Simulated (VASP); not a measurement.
# MnSi (P2_13) in VASP: further runs, part 2 of 2

VASP 6.6.1. Earlier steps stand in the parts before.

### Step 3. Single point, PBEsol, collinear spin, ferromagnetic start

This run uses another cell than the first one, of 11.52 Å³/atom.

Contents of INCAR:

```
SYSTEM = MnSi
PREC = Accurate
ENCUT = 520
EDIFF = 1E-6
ISMEAR = -1
SIGMA = 0.05
LREAL = .FALSE.
LASPH = .TRUE.
NELM = 150
ALGO = Normal
ISIF = 2
LWAVE = .FALSE.
LCHARG = .TRUE.
ISPIN = 2
MAGMOM = 3.5 3.5 3.5 3.5 0 0 0 0
LORBIT = 11
LMAXMIX = 4
GGA = PS
LELF = .TRUE.
LVHAR = .TRUE.
NBANDS = 48
```

Contents of KPOINTS:

```
Automatic mesh
0
G
  7 7 7
  0 0 0
```

Contents of POSCAR:

```
MnSi
1.0
    4.5174755904      0.0000000000      0.0000000000
    0.0000000000      4.5174755904      0.0000000000
    0.0000000000      0.0000000000      4.5174755904
Mn Si
4 4
Direct
    0.1361492209      0.1361492209      0.1361492209
    0.3638507791      0.8638507791      0.6361492209
    0.6361492209      0.3638507791      0.8638507791
    0.8638507791      0.6361492209      0.3638507791
    0.8449626226      0.8449626226      0.8449626226
    0.6550373774      0.1550373774      0.3449626226
    0.3449626226      0.6550373774      0.1550373774
    0.1550373774      0.3449626226      0.6550373774
```

Potentials or basis: VASP PAW PBE potentials, release 64 (Mn_pv, Si).

Run with:

```bash
cat potpaw_PBE.64/Mn_pv/POTCAR potpaw_PBE.64/Si/POTCAR > POTCAR
mpirun -np 1 vasp_std > vasp.out
```

OUTCAR:

```text
SYSTEM = MnSi
   PREC = Accurate
   ENCUT = 520
   EDIFF = 1E-6
   ISMEAR = -1
   LREAL = .FALSE.
   LASPH = .TRUE.
   NELM = 150
   ISIF = 2
   ISPIN = 2
   LORBIT = 11
   GGA = PS

 ion  position               nearest neighbor table
   1  0.136  0.136  0.136-   5 2.28   6 2.37   7 2.37   8 2.37   7 2.53   8 2.53   6 2.53   3 2.77
                             4 2.77   2 2.77   2 2.77   4 2.77   3 2.77
   2  0.364  0.864  0.636-   6 2.28   5 2.37   7 2.37   8 2.37   7 2.53   8 2.53   5 2.53   1 2.77
                             1 2.77   3 2.77   3 2.77   4 2.77   4 2.77
   3  0.636  0.364  0.864-   7 2.28   6 2.37   5 2.37   8 2.37   8 2.53   6 2.53   5 2.53   1 2.77
                             4 2.77   2 2.77   2 2.77   4 2.77   1 2.77
   4  0.864  0.636  0.364-   8 2.28   6 2.37   7 2.37   5 2.37   6 2.53   5 2.53   7 2.53   1 2.77
                             3 2.77   2 2.77   1 2.77   2 2.77   3 2.77
   5  0.845  0.845  0.845-   1 2.28   2 2.37   3 2.37   4 2.37   3 2.53   4 2.53   2 2.53   6 2.79
                             7 2.79   8 2.79   6 2.79   8 2.79   7 2.79
   6  0.655  0.155  0.345-   2 2.28   1 2.37   3 2.37   4 2.37   3 2.53   4 2.53   1 2.53   8 2.79
                             5 2.79   5 2.79   7 2.79   7 2.79   8 2.79
   7  0.345  0.655  0.155-   3 2.28   2 2.37   1 2.37   4 2.37   4 2.53   2 2.53   1 2.53   8 2.79
                             5 2.79   8 2.79   6 2.79   6 2.79   5 2.79
   8  0.155  0.345  0.655-   4 2.28   2 2.37   3 2.37   1 2.37   2 2.53   1 2.53   3 2.53   7 2.79
                             5 2.79   7 2.79   5 2.79   6 2.79   6 2.79

  LATTYP: Found a simple cubic cell.
 ALAT       =     4.5174755904

  Lattice vectors:
[... 2591 lines left out ...]
     0.000000000  0.000000000  4.517475590     0.000000000  0.000000000  0.221362569

 POSITION                                       TOTAL-FORCE (eV/Angst)
 -----------------------------------------------------------------------------------
      0.61505      0.61505      0.61505         0.010373      0.010373      0.010373
      1.64369      3.90242      2.87379        -0.010373     -0.010373      0.010373
      2.87379      1.64369      3.90242         0.010373     -0.010373     -0.010373
      3.90242      2.87379      1.64369        -0.010373      0.010373     -0.010373
      3.81710      3.81710      3.81710         0.000501      0.000501      0.000501
      2.95912      0.70038      1.55836        -0.000501     -0.000501      0.000501
      1.55836      2.95912      0.70038         0.000501     -0.000501     -0.000501
      0.70038      1.55836      2.95912        -0.000501      0.000501     -0.000501
 -----------------------------------------------------------------------------------
    total drift:                               -0.000001     -0.000001      0.000000

  FREE ENERGIE OF THE ION-ELECTRON SYSTEM (eV)
  ---------------------------------------------------
  free  energy   TOTEN  =       -66.2699418168 eV

  energy  without entropy=      -66.2268632094  energy(sigma->0) =      -66.24840251

 total charge

# of ion       s       p       d       tot
------------------------------------------
    1        0.337   6.393   5.299  12.029
    2        0.337   6.393   5.299  12.029
    3        0.337   6.393   5.299  12.029
    4        0.337   6.393   5.299  12.029
    5        0.744   0.903   0.000   1.647
    6        0.744   0.903   0.000   1.647
    7        0.744   0.903   0.000   1.647
    8        0.744   0.903   0.000   1.647
--------------------------------------------------
tot          4.325  29.183  21.197  54.704

 magnetization (x)

# of ion       s       p       d       tot
------------------------------------------
    1        0.000   0.006   1.008   1.014
    2        0.000   0.006   1.008   1.014
    3        0.000   0.006   1.008   1.014
    4        0.000   0.006   1.008   1.014
    5       -0.012  -0.032   0.000  -0.044
    6       -0.012  -0.032   0.000  -0.044
    7       -0.012  -0.032   0.000  -0.044
    8       -0.012  -0.032   0.000  -0.044
--------------------------------------------------
tot         -0.048  -0.105   4.030   3.878
```

OSZICAR:

```text
N       E                     dE             d eps       ncg     rms          rms(c)
DAV:   1     0.794526632048E+03    0.79453E+03   -0.36093E+04  4624   0.170E+03
DAV:   2    -0.134502640324E+02   -0.80798E+03   -0.76838E+03  4608   0.504E+02
DAV:   3    -0.708381563426E+02   -0.57388E+02   -0.55272E+02  5032   0.144E+02
DAV:   4    -0.724250744464E+02   -0.15869E+01   -0.15747E+01  5536   0.236E+01
DAV:   5    -0.724558073885E+02   -0.30733E-01   -0.30727E-01  5232   0.355E+00    0.410E+01
DAV:   6    -0.731504804594E+02   -0.69467E+00   -0.10911E+02  5232   0.794E+01    0.283E+01
DAV:   7    -0.665407441137E+02    0.66097E+01   -0.44308E+01  4984   0.520E+01    0.102E+01
DAV:   8    -0.663340260761E+02    0.20672E+00   -0.24482E+00  5320   0.874E+00    0.296E+00
DAV:   9    -0.662768894540E+02    0.57137E-01   -0.22220E-01  5392   0.327E+00    0.159E+00
DAV:  10    -0.662722259332E+02    0.46635E-02   -0.11810E-02  5104   0.749E-01    0.706E-01
DAV:  11    -0.662699150648E+02    0.23109E-02   -0.59253E-03  5248   0.372E-01    0.180E-01
DAV:  12    -0.662699206167E+02   -0.55519E-05   -0.54825E-04  5280   0.170E-01    0.101E-01
DAV:  13    -0.662699388029E+02   -0.18186E-04   -0.58802E-05  5136   0.521E-02    0.385E-02
DAV:  14    -0.662699427412E+02   -0.39383E-05   -0.81205E-06  5216   0.194E-02    0.151E-02
DAV:  15    -0.662699418168E+02    0.92436E-06   -0.25190E-06  3560   0.111E-02
   1 F= -.66269942E+02 E0= -.66248403E+02  d E =-.430786E-01  mag=     3.8513
```

Run time: 3.4 min. Hardware: 1 thread of Intel Xeon Platinum 8488C (Sapphire Rapids), shared host; peak memory 0.32 GiB.

What came out:

* Free energy: -66.2699 eV
* Pressure: -6.2 GPa
* Largest force: 0.018 eV/Å
* Net moment: 3.85 μB per cell
* Site moments: Mn +1.01; Si -0.04 μB
* Valence electrons inside the program's atomic spheres: Mn 12.03; Si 1.65

Forces on the atoms (eV/Å):
```
Mn   0.010  0.010  0.010
Mn  -0.010 -0.010  0.010
Mn   0.010 -0.010 -0.010
Mn  -0.010  0.010 -0.010
Si   0.001  0.001  0.001
Si  -0.001 -0.001  0.001
Si   0.001 -0.001 -0.001
Si  -0.001  0.001 -0.001
```

Caveat: the cell stands under tension; the PAW data sets were made with another functional, which shifts forces and pressure a little.
